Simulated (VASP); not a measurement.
# Cl (P6/mmm) in VASP: a series of runs

Cl is run at these levels: PBE; tasks: single point, relaxation of shape and atoms at fixed volume.

Program: VASP 6.6.1. These are calculated values, not measurements. Logs are shortened: lines on timing, memory, paths and dates and some standing lists are left out, and cuts for length are marked.

## 1. The cell of the first run

The structure is hexagonal, space group P6/mmm (No. 191). The conventional cell has a = 6.375 Å, b = 6.375 Å, c = 2.259 Å, α = 90.00°, β = 90.00°, γ = 120.00°. Cl (site symmetry 6/mmm) has 2 Cl at 2.26 Å within 3.0 Å. Within 3.0 Å of Cl (site symmetry -6m2) lie 2 Cl at 2.26 Å.

## 2. Single point, PBE

INCAR

```
  PREC = Accurate
  ENCUT = 520
  EDIFF = 1E-6
  ISMEAR = -1
  SIGMA = 0.05
  LREAL = F
  LASPH = T
  NELM = 80
  ALGO = Normal
  ISIF = 2
  LWAVE = F
  LCHARG = T
  GGA = PE
  LELF = T
  LVHAR = T
  NBANDS = 18
```

KPOINTS

```
Automatic mesh
0
Gamma
  8 8 11
```

POSCAR

```
Cl
1.0
    6.3753481436      0.0000000000      0.0000000000
   -3.1876740718      5.5212134503      0.0000000000
    0.0000000000      0.0000000000      2.2585308002
Cl
3
Direct
    0.0000000000      0.0000000000      0.0000000000
    0.3333333333      0.6666666667      0.5000000000
    0.6666666667      0.3333333333      0.5000000000
```

Potentials or basis: VASP PAW PBE potentials, release 64 (Cl).

Launch:

```bash
$ cat potpaw_PBE.64/Cl/POTCAR > POTCAR
$ mpirun -np 1 vasp_std > vasp.out
```

OUTCAR:

```text
PREC = Accurate
   ENCUT = 520
   EDIFF = 1E-6
   ISMEAR = -1
   LREAL = F
   LASPH = T
   NELM = 80
   ISIF = 2
   GGA = PE

 ion  position               nearest neighbor table
   1  0.000  0.000  0.000-
   2  0.333  0.667  0.500-
   3  0.667  0.333  0.500-

  LATTYP: Found a hexagonal cell.
 ALAT       =     6.3753481436
 C/A-ratio  =     0.3542599948

  Lattice vectors:

 A1 = (   6.3753481436,   0.0000000000,   0.0000000000)
 A2 = (  -3.1876740718,   5.5212134503,   0.0000000000)
 A3 = (   0.0000000000,   0.0000000000,   2.2585308002)

Analysis of symmetry for initial positions (statically):
=====================================================================
 Subroutine PRICEL returns:
 Original cell was already a primitive cell.

 Routine SETGRP: Setting up the symmetry group for a
 hexagonal supercell.

 Subroutine GETGRP returns: Found 24 space group operations
 (whereof 24 operations were pure point group operations)
 out of a pool of 24 trial point group operations.

The static configuration has the point symmetry D_6h.

Analysis of symmetry for dynamics (positions and initial velocities):
=====================================================================
 Subroutine PRICEL returns:
 Original cell was already a primitive cell.

 Routine SETGRP: Setting up the symmetry group for a
 hexagonal supercell.

 Subroutine GETGRP returns: Found 24 space group operations
 (whereof 24 operations were pure point group operations)
 out of a pool of 24 trial point group operations.

The dynamic configuration has the point symmetry D_6h.

 Subroutine INISYM returns: Found 24 space group operations
 (whereof 24 operations are pure point group operations),
 and found     1 'primitive' translations

----------------------------------------------------------------------------------------

                                     Primitive cell

  volume of cell :      79.4995

  direct lattice vectors                    reciprocal lattice vectors
     6.375348144  0.000000000  0.000000000     0.156854179  0.090559803  0.000000000
    -3.187674072  5.521213450  0.000000000     0.000000000  0.181119605  0.000000000
     0.000000000  0.000000000  2.258530800     0.000000000  0.000000000  0.442765713

  length of vectors
     6.375348144  6.375348144  2.258530800     0.181119605  0.181119605  0.442765713

  position of ions in fractional coordinates (direct lattice)
     0.000000000  0.000000000  0.000000000
     0.333333333  0.666666667  0.500000000
     0.666666667  0.333333333  0.500000000

  ion indices of the primitive-cell ions
   primitive index   ion index
                 1           1
                 2           2
                 3           3

----------------------------------------------------------------------------------------

 KPOINTS: Automatic mesh

Automatic generation of k-mesh.
 Grid dimensions read from file:
 generate k-points for:    8    8   11

 Generating k-lattice:

  Cartesian coordinates                     Fractional coordinates (reciprocal lattice)
     0.019606772  0.011319975  0.000000000     0.125000000  0.000000000  0.000000000
     0.000000000  0.022639951  0.000000000     0.000000000  0.125000000  0.000000000
     0.000000000  0.000000000  0.040251428     0.000000000  0.000000000  0.090909091

  Length of vectors
     0.022639951  0.022639951  0.040251428

  Shift w.r.t. Gamma in fractional coordinates (k-lattice)
     0.000000000  0.000000000  0.000000000

 Subroutine IBZKPT returns following result:
 ===========================================

 Found     60 irreducible k-points:

 Following reciprocal coordinates:
            Coordinates               Weight
  0.000000  0.000000  0.000000      1.000000
  0.125000 -0.000000  0.000000      6.000000
  0.250000 -0.000000  0.000000      6.000000
  0.375000 -0.000000  0.000000      6.000000
  0.500000 -0.000000  0.000000      3.000000
  0.125000  0.125000  0.000000      6.000000
[... 16 lines left out ...]
  0.250000 -0.000000  0.181818     12.000000
  0.375000 -0.000000  0.181818     12.000000
 [... further k-points ...]
   k-points           NKPTS =     60   k-points in BZ     NKDIM =     60   number of bands    NBANDS=     18
   number of dos      NEDOS =    301   number of ions     NIONS =      3
   total plane-waves  NPLWV =  41472
   dimension x,y,z NGX =    48 NGY =   48 NGZ =   18
   dimension x,y,z NGXF=    96 NGYF=   96 NGZF=   36
   ions per type =               3
   NGX,Y,Z   is equivalent  to a cutoff of  12.52, 12.52, 13.25 a.u.
   NGXF,Y,Z  is equivalent  to a cutoff of  25.03, 25.03, 26.50 a.u.
 SYSTEM =  unknown system
   PREC   = accura    normal or accurate (medium, high low for compatibility)
   ISTART =      0    job   : 0-new  1-cont  2-samecut
   ICHARG =      2    charge: 1-file 2-atom 10-const
   ISPIN  =      1    spin polarized calculation?
   LNONCOLLINEAR =      F non collinear calculations
   LSORBIT =      F    spin-orbit coupling
[... 44 lines left out ...]

  energy without entropy =       -4.85921530  energy(sigma->0) =       -4.87114117

 E-fermi :   0.1917     XC(G=0):  -8.1242

 val. band max:        0.1875711625   @ k =   0.3750  -0.0000   0.4545
 cond. band min:       0.1938783122   @ k =   0.3750   0.1250   0.4545
 fundamental gap:      0.0063071497
 Fermi energy:         0.1916795431

 k-point     1 :       0.0000    0.0000    0.0000
  band No.  band energies     occupation
      1     -16.4032      2.00000
      2     -16.1520      2.00000
      3     -15.9958      2.00000
      4      -3.5573      2.00000
      5      -3.5573      2.00000
      6      -3.4431      2.00000
[... 10 lines left out ...]
     17      10.3220      0.00000
     18      11.3442      0.00000

 k-point     2 :       0.1250   -0.0000    0.0000
  band No.  band energies     occupation
      1     -16.3918      2.00000
      2     -16.1589      2.00000
      3     -16.0015      2.00000
      4      -3.7137      2.00000
      5      -3.6743      2.00000
      6      -3.2572      2.00000
[... 10 lines left out ...]
     17      10.9233      0.00000
     18      11.0935      0.00000

 k-point     3 :       0.2500   -0.0000    0.0000
  band No.  band energies     occupation
      1     -16.3603      2.00000
      2     -16.1785      2.00000
      3     -16.0164      2.00000
      4      -3.8699      2.00000
      5      -3.7021      2.00000
      6      -3.0159      2.00000
[... 10 lines left out ...]
     17      10.5545      0.00000
     18      11.6063      0.00000

 k-point     4 :       0.3750   -0.0000    0.0000
  band No.  band energies     occupation
      1     -16.3171      2.00000
      2     -16.2082      2.00000
      3     -16.0329      2.00000
      4      -3.9696      2.00000
      5      -3.5868      2.00000
      6      -2.9923      2.00000
[... 10 lines left out ...]
     17      10.0318      0.00000
     18      12.2254      0.00000

 k-point     5 :       0.5000   -0.0000    0.0000
  band No.  band energies     occupation
      1     -16.2871      2.00000
      2     -16.2321      2.00000
      3     -16.0403      2.00000
      4      -4.0037      2.00000
      5      -3.3856      2.00000
      6      -3.2802      2.00000
[... 10 lines left out ...]
     17       9.6908      0.00000
     18      12.5057      0.00000

 k-point     6 :       0.1250    0.1250    0.0000
  band No.  band energies     occupation
      1     -16.3703      2.00000
      2     -16.1720      2.00000
      3     -16.0120      2.00000
      4      -3.7824      2.00000
      5      -3.7659      2.00000
      6      -3.0507      2.00000
[... 307 lines left out ...]
 k-point    21 :       0.0000    0.0000    0.1818
  band No.  band energies     occupation
      1     -15.5972      2.00000
      2     -15.3519      2.00000
      3     -15.1963      2.00000
      4      -2.8612      2.00000
      5      -2.8612      2.00000
      6      -2.7374      2.00000
[... 10 lines left out ...]
     17      10.9748      0.00000
     18      12.2187      0.00000

 k-point    22 :       0.1250   -0.0000    0.1818
  band No.  band energies     occupation
      1     -15.5861      2.00000
      2     -15.3587      2.00000
      3     -15.2017      2.00000
      4      -3.0034      2.00000
      5      -2.9660      2.00000
      6      -2.5681      2.00000
[... 10 lines left out ...]
     17      11.4679      0.00000
     18      11.9704      0.00000

 k-point    23 :       0.2500   -0.0000    0.1818
  band No.  band energies     occupation
      1     -15.5555      2.00000
      2     -15.3780      2.00000
      3     -15.2159      2.00000
      4      -3.1507      2.00000
      5      -2.9915      2.00000
      6      -2.3428      2.00000
[... 10 lines left out ...]
     17      11.4364      0.00000
     18      12.0175      0.00000

 k-point    24 :       0.3750   -0.0000    0.1818
  band No.  band energies     occupation
      1     -15.5136      2.00000
      2     -15.4070      2.00000
      3     -15.2316      2.00000
      4      -3.2452      2.00000
      5      -2.8822      2.00000
      6      -2.3199      2.00000
[... 10 lines left out ...]
     17      10.9047      0.00000
     18      12.4813      0.00000

 [... further k-points ...]
[... 5 lines left out ...]
  --------------------------------------------------------------------------------------
  -------------------------------------------------------------------------------------
  Total        0.6639516      0.6639516      0.5134580      0.0000000     -0.0000000      0.0000000
  in kB       13.3808148     13.3808148     10.3478725      0.0000000     -0.0000000      0.0000000
  external PRESSURE =      12.3698340 kB  Pullay stress =       0.0000000 kB

 VOLUME and BASIS-vectors are now :
 -----------------------------------------------------------------------------
  energy-cutoff  :      520.00
  volume of cell :       79.50
      direct lattice vectors                 reciprocal lattice vectors
     6.375348144  0.000000000  0.000000000     0.156854179  0.090559803  0.000000000
    -3.187674072  5.521213450  0.000000000     0.000000000  0.181119605  0.000000000
     0.000000000  0.000000000  2.258530800     0.000000000  0.000000000  0.442765713

 POSITION                                       TOTAL-FORCE (eV/Angst)
 -----------------------------------------------------------------------------------
      0.00000      0.00000      0.00000         0.000000      0.000000      0.000000
     -0.00000      3.68081      1.12927        -0.000000      0.000000      0.000000
      3.18767      1.84040      1.12927         0.000000     -0.000000      0.000000
 -----------------------------------------------------------------------------------
    total drift:                               -0.000000      0.000000     -0.000000

  FREE ENERGIE OF THE ION-ELECTRON SYSTEM (eV)
  ---------------------------------------------------
  free  energy   TOTEN  =        -4.8830670528 eV

  energy  without entropy=       -4.8592152952  energy(sigma->0) =       -4.87114117
```

Wall time 48 s (1 thread of AMD EPYC 9R45 (Zen 5), shared host); peak memory 0.18 GiB.

Results:

```
Free energy            : -4.8831 eV
Pressure               : 1.2 GPa
Band gap on the k mesh : zero (an odd number of electrons rules out a gap without spin polarisation)
```

Stress tensor (GPa, compression positive):
```
1.34 0.00 0.00
0.00 1.34 0.00
0.00 0.00 1.03
```

Levels at points of the mesh, in eV from the Fermi level:
| k point | band 7 | band 8 | band 9 | band 10 | band 11 | band 12 |
| --- | --- | --- | --- | --- | --- | --- |
| (0.00, 0.00, 0.00) | -3.63 | -2.40 | -2.40 | 4.85 | 4.91 | 5.10 |
| (0.50, 0.00, 0.00) | -2.82 | -2.78 | -2.71 | 4.87 | 4.89 | 5.09 |

Caveat: an odd number of electrons without spin polarisation forces a metal; a magnetic or distorted state may lie lower.

## 3. Single point, PBE (26.50 Å³/atom)

INCAR

```
SYSTEM = Cl
PREC = Accurate
ENCUT = 520
EDIFF = 1E-6
ISMEAR = -1
SIGMA = 0.05
LREAL = .FALSE.
LASPH = .TRUE.
NELM = 60
ALGO = Normal
ISIF = 2
LWAVE = .FALSE.
LCHARG = .TRUE.
GGA = PE
LELF = .TRUE.
LVHAR = .TRUE.
NBANDS = 18
```

KPOINTS

```
Automatic mesh
0
G
  8 8 11
  0 0 0
```

POSCAR is that of step 2.

Potentials or basis: VASP PAW PBE potentials, release 64 (Cl).

Launch:

```bash
$ cat potpaw_PBE.64/Cl/POTCAR > POTCAR
$ mpirun -np 1 vasp_std > vasp.out
```

It took 48 s on 1 thread of AMD EPYC 9R45 (Zen 5), shared host; peak memory 0.18 GiB.

Results (log left out):

```yaml
Free_energy: -4.8831 eV
Pressure: 1.2 GPa
Band_gap_on_the_k_mesh: zero (an odd number of electrons rules out a gap without spin polarisation)
```

Stress tensor (GPa, compression positive):
```
1.34 0.00 0.00
0.00 1.34 0.00
0.00 0.00 1.03
```

Levels at points of the mesh, in eV from the Fermi level:
| k point | band 6 | band 7 | band 8 | band 9 | band 10 | band 11 | band 12 | band 13 |
| --- | --- | --- | --- | --- | --- | --- | --- | --- |
| (0.00, 0.00, 0.00) | -3.63 | -3.63 | -2.40 | -2.40 | 4.85 | 4.91 | 5.10 | 5.81 |
| (0.50, 0.00, 0.00) | -3.47 | -2.82 | -2.78 | -2.71 | 4.87 | 4.89 | 5.09 | 7.49 |

Caveat: an odd number of electrons without spin polarisation forces a metal; a magnetic or distorted state may lie lower.

## 4. Single point, PBE

This run uses another cell than the first one, of 35.33 Å³/atom.

INCAR

```
  ALGO = Normal
  EDIFF = 1E-7
  ENCUT = 520
  GGA = PE
  ISIF = 2
  ISMEAR = -1
  LASPH = T
  LCHARG = F
  LREAL = F
  LWAVE = F
  NBANDS = 18
  NELM = 100
  PREC = Accurate
  SIGMA = 0.05
```

KPOINTS

```
k-points
0
Gamma
  8 8 11
```

POSCAR

```
Cl
1.0
    7.3393471557      0.0000000000      0.0000000000
   -3.6696735778      6.3560610840      0.0000000000
    0.0000000000      0.0000000000      2.2722583300
Cl
3
Direct
    0.0000000000      0.0000000000      0.0000000000
    0.3333333333      0.6666666667      0.5000000000
    0.6666666667      0.3333333333      0.5000000000
```

Launch:

```bash
$ cat potpaw_PBE.64/Cl/POTCAR > POTCAR
$ mpirun -np 1 vasp_std > vasp.out
```

Run time: 66 s. Hardware: 1 thread of AMD EPYC 9R45 (Zen 5), shared host; peak memory 0.22 GiB.

Results (log left out):

* Free energy: -4.9556 eV
* Pressure: -0.1 GPa
* Band gap on the k mesh: zero (an odd number of electrons rules out a gap without spin polarisation)

Stress tensor (GPa, compression positive):
```
-0.05  0.00  0.00
 0.00 -0.05  0.00
 0.00  0.00 -0.28
```

Levels at points of the mesh, in eV from the Fermi level:
```
           k point  band 6  band 7  band 8  band 9  band 10  band 11  band 12  band 13  band 14  band 15
(0.00, 0.00, 0.00)   -3.21   -3.21   -2.70   -2.70     4.90     4.92     4.96     5.50     9.05     9.05
(0.50, 0.00, 0.00)   -3.14   -2.86   -2.85   -2.83     4.91     4.91     4.96     7.07     7.07     7.45
```

Caveat: an odd number of electrons without spin polarisation forces a metal; a magnetic or distorted state may lie lower.

## 5. Single point, PBE (35.33 Å³/atom)

This run uses another cell than the first one, of 35.33 Å³/atom.

INCAR

```
SYSTEM = Cl
ALGO = Normal ; EDIFF = 1E-6
ENCUT = 520 ; GGA = PE
ISIF = 2 ; ISMEAR = -1
LASPH = .True. ; LCHARG = .False.
LREAL = .False. ; LWAVE = .False.
NBANDS = 18 ; NELM = 60
PREC = Accurate ; SIGMA = 0.05
```

KPOINTS

```
k-points
0
Gamma
  8 8 11
  0 0 0
```

POSCAR is that of step 4.

Launch:

```bash
$ cat potpaw_PBE.64/Cl/POTCAR > POTCAR
$ mpirun -np 1 vasp_std > vasp.out
```

Wall time 57 s (1 thread of AMD EPYC 9R45 (Zen 5), shared host); peak memory 0.22 GiB.

It converged, with:

```
Free energy            : -4.9556 eV
Pressure               : -0.1 GPa
Band gap on the k mesh : zero (an odd number of electrons rules out a gap without spin polarisation)
```

Stress tensor (GPa, compression positive):
```
-0.05  0.00  0.00
 0.00 -0.05  0.00
 0.00  0.00 -0.28
```

Levels at points of the mesh, in eV from the Fermi level:
```csv
k point,band 8,band 9,band 10,band 11,band 12,band 13
"(0.00, 0.00, 0.00)",-2.70,-2.70,4.90,4.92,4.96,5.50
"(0.50, 0.00, 0.00)",-2.85,-2.83,4.91,4.91,4.96,7.07
```

Caveat: an odd number of electrons without spin polarisation forces a metal; a magnetic or distorted state may lie lower.

## 6. Relaxation of shape and atoms at fixed volume, PBE

This run uses another cell than the first one, of 14.13 Å³/atom.

INCAR

```
PREC = Accurate ; ENCUT = 600
EDIFF = 1E-6 ; ISMEAR = -1
SIGMA = 0.05 ; LREAL = F
LASPH = T ; NELM = 80
ALGO = Normal ; ISIF = 4
LWAVE = F ; LCHARG = F
GGA = PE ; IBRION = 2
NSW = 50 ; EDIFFG = -0.005
```

KPOINTS

```
Automatic mesh
0
Gamma
  8 8 11
```

POSCAR

```
Cl
1.0
    5.4076772202      0.0000000000      0.0000000000
   -2.7038386101      4.6831858481      0.0000000000
    0.0000000000      0.0000000000      1.6742142521
Cl
3
Direct
    0.0000000000      0.0000000000      0.0000000000
    0.3333333333      0.6666666667      0.5000000000
    0.6666666667      0.3333333333      0.5000000000
```

Potentials or basis: VASP PAW PBE potentials, release 64 (Cl).

Launch:

```bash
$ cat potpaw_PBE.64/Cl/POTCAR > POTCAR
$ mpirun -np 1 vasp_std > vasp.out
```

It took 2.9 min on 1 thread of AMD EPYC 9R45 (Zen 5), shared host; peak memory 0.16 GiB.

It converged, with:

- Free energy: -1.9924 eV
- Pressure after relaxing: 43.9 GPa
- Band gap on the k mesh: zero (an odd number of electrons rules out a gap without spin polarisation)

Final structure:
```
Cl
1.0
     4.77468    0.00000    0.00000
    -2.38734    4.13499    0.00000
     0.00000    0.00000    2.14755
Cl
3
Direct
  0.00000 0.00000 0.00000
  0.33333 0.66667 0.50000
  0.66667 0.33333 0.50000
```

Levels at points of the mesh, in eV from the Fermi level:
| k point | band 8 | band 9 | band 10 | band 11 | band 12 | band 13 |
| --- | --- | --- | --- | --- | --- | --- |
| (0.00, 0.00, 0.00) | -1.00 | -1.00 | 4.85 | 5.83 | 6.05 | 7.63 |
| (0.50, 0.00, 0.00) | -2.89 | -2.72 | 5.32 | 5.47 | 5.87 | 6.49 |

Caveat: a cell axis changed by over 15 % at a fixed basis, so the end point is rough; an odd number of electrons without spin polarisation forces a metal; a magnetic or distorted state may lie lower.

## 7. Overview

| task | cell | cutoff (eV) | gap on the mesh (eV) | pressure (GPa) |
| --- | --- | --- | --- | --- |
| single point | a = 6.375, b = 6.375, c = 2.259 Å, angles 90.0, 90.0, 120.0°, 3 atoms | 520 | none | 1.2 |
| single point | a = 7.339, b = 7.339, c = 2.272 Å, angles 90.0, 90.0, 120.0°, 3 atoms | 520 | none | -0.1 |
| relaxation of shape and atoms at fixed volume | relaxed from a = 5.408, b = 5.408, c = 1.674 Å, angles 90.0, 90.0, 120.0°, 3 atoms | 600 | none | 43.9 |

Alike in all rows: level PBE; potentials or basis VASP PAW PBE potentials, release 64 (Cl); no spin polarisation; k mesh 8 × 8 × 11; smearing fermi-dirac 0.05 eV.

Caveats: an odd number of electrons without spin polarisation forces a metal; a magnetic or distorted state may lie lower; a cell axis changed by over 15 % at a fixed basis, so the end point is rough (at least some runs).

Absolute energies hang on the potentials; compare differences alone.

The gap in the log of VASP goes by the Fermi energy; the results here count the filled bands.